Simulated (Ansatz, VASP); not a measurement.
**One calculation of N, two programs**

```
N
1.0
     5.64900    0.00000    0.00000
     0.00000    5.64900    0.00000
     0.00000    0.00000    5.64900
N
4
Direct
  0.03000 0.03000 0.03000
  0.47000 0.97000 0.53000
  0.53000 0.47000 0.97000
  0.97000 0.53000 0.47000
```

Alike in both runs: task single point; functional r2SCAN; k mesh 4 × 4 × 4; occupations gaussian, width 0.1 eV; collinear spin.

|  | VASP | Ansatz |
| --- | --- | --- |
| version | VASP 6.6.1 | Ansatz 0.2.0 |
| potentials or method | VASP PAW PBE potentials, release 64 (N), cutoff 520 eV | scalar-relativistic, plane waves, PAW |
| valence electrons in the cell | 20 | 20 |

VASP gave:

```
gap on the k mesh at the Fermi level (eV)                     : 4.63
least direct gap on the mesh (eV)                             : 4.69
pressure (GPa)                                                : -0.1
rms of the force components (eV/Å)                            : 0.008
net moment per atom (μB)                                      : 3.00
size of the moment on the site where the two differ most (μB) : 1.99
```

Question: Which values does Ansatz return?

Answer: gap on the k mesh at the Fermi level (eV): 4.63; least direct gap on the mesh (eV): 4.69; pressure (GPa): 0.0; rms of the force components (eV/Å): 0.008; net moment per atom (μB): 3.00; size of the moment on the site where the two differ most (μB): 2.92.

VASP's potentials were made for PBE, not for r2SCAN. Site moments also hang on the region over which each program counts them. Atom by atom the forces differ by 0.000 eV/Å (rms over components). Ansatz's warnings: stability check not made.
